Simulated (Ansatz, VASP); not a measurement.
# Ge: VASP beside Ansatz

```
CELL_PARAMETERS angstrom
1.25743 -2.34046 0.00000
1.25743 2.34046 0.00000
0.00000 0.00000 2.69823
ATOMIC_POSITIONS crystal
Ge 0.50000 0.50000 0.00000
```

Change from the starting cell: strain -0.1000 x Voigt [1, 1, 0, 0, 0, 0], atoms carried along.

Alike in both runs: task single point; functional PBEsol; k mesh 20 × 20 × 18; occupations gaussian, width 0.15 eV; no spin polarisation.

|  | VASP | Ansatz |
| --- | --- | --- |
| version | VASP 6.6.1 | Ansatz 0.2.0 |
| potentials or method | VASP PAW PBE potentials, release 64 (Ge_d), cutoff 520 eV | scalar-relativistic, plane waves, PAW |
| valence electrons in the cell | 14 | 14 |

|  | VASP | Ansatz | Ansatz less VASP |
| --- | --- | --- | --- |
| gap on the k mesh at the Fermi level (eV) | none | none | - |
| pressure (GPa) | 18.6 | 18.7 | +0.11 |
| traceless stress, the component that is largest in VASP (GPa) | -20.11 | -20.13 | -0.013 |

VASP's potentials were made for PBE, not for PBEsol. A gap of «none» marks a metal or a gap that the smearing closes. With one functional, cell and mesh, what is left measures potentials, basis and numerics.
